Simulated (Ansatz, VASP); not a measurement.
One calculation of Gd, two programs

File INCAR:

```
SYSTEM = Gd
PREC     = Accurate       ! precision mode
ENCUT    = 520            ! plane-wave cutoff, eV
EDIFF    = 1E-7           ! SCF threshold, eV
ISMEAR   = -1             ! smearing method
SIGMA    = 0.08           ! smearing width, eV
LREAL    = .FALSE.        ! projectors in reciprocal space
LASPH    = .TRUE.         ! aspherical terms in the spheres
NELM     = 150            ! most SCF steps
ALGO     = Normal         ! electronic algorithm
ISIF     = 2              ! what is computed and relaxed
LWAVE    = .FALSE.        ! write WAVECAR
LCHARG   = .FALSE.        ! write CHGCAR
ISPIN    = 2              ! spin polarisation
MAGMOM   = 7              ! initial moments
LORBIT   = 11             ! projections on sites
LMAXMIX  = 6              ! l up to which the mixer works
GGA      = PE             ! functional
NBANDS   = 19             ! bands
```

Contents of KPOINTS:

```
regular mesh
0
G
  15 15 15
  0 0 0
```

File POSCAR:

```
Gd
1.0
   -1.5543009063      1.5543009063      1.5543009063
    1.5543009063     -1.5543009063      1.5543009063
    1.5543009063      1.5543009063     -1.5543009063
Gd
1
Direct
    0.0000000000      0.0000000000      0.0000000000
```

Input for Ansatz:

```yaml
crystal:
  lattice:
    - [-1.5543009063, 1.5543009063, 1.5543009063]
    - [1.5543009063, -1.5543009063, 1.5543009063]
    - [1.5543009063, 1.5543009063, -1.5543009063]
  atoms:
    - { symbol: Gd, position: [0.0, 0.0, 0.0], spin: 7.0 }
magnetization:
  spin_polarized: true
kpoints:
  mp_grid: { grid: [15, 15, 15] }
scf:
  occupations: { method: fermi_dirac, width: 0.08 }
hamiltonian:
  xc: pbe
  pseudopotentials: { kind: paw, core: large }
output:
  forces: true
  stress: true
  eigenvalues: true
  write_density: true
  write_potential: true
  elf: true
  volumetric_format: npy
```

Change from the starting cell: volume scaled by 0.45, PAW files, core large.

Alike in both runs: task single point; functional PBE; k mesh 15 × 15 × 15; occupations fermi-dirac, width 0.08 eV; collinear spin.

|  | VASP | Ansatz |
| --- | --- | --- |
| version | VASP 6.6.1 | Ansatz 0.2.0 |
| potentials or method | VASP PAW PBE potentials, release 64 (Gd) | PAW with other files of Ansatz's library (core large), scalar-relativistic |
| plane-wave cutoff (eV) | 520 | 420 |
| valence electrons in the cell | 18 | 18 |

Ansatz gave:

```
pressure (GPa)                                                : 89.7
net moment per atom (μB)                                      : 6.84
size of the moment on the site where the two differ most (μB) : 6.71
```

Q: Which values does VASP return?

A: Pressure (GPa): 91.5; net moment per atom (μB): 6.85; size of the moment on the site where the two differ most (μB): 6.61.

Site moments also hang on the region over which each program counts them. Both programs put the cell under a high pressure, so it lies far from rest at this level. Ansatz's warnings: datasets by core.

Spin-orbit coupling is off throughout. Noted on VASP's run: the cell as given lies far from equilibrium.
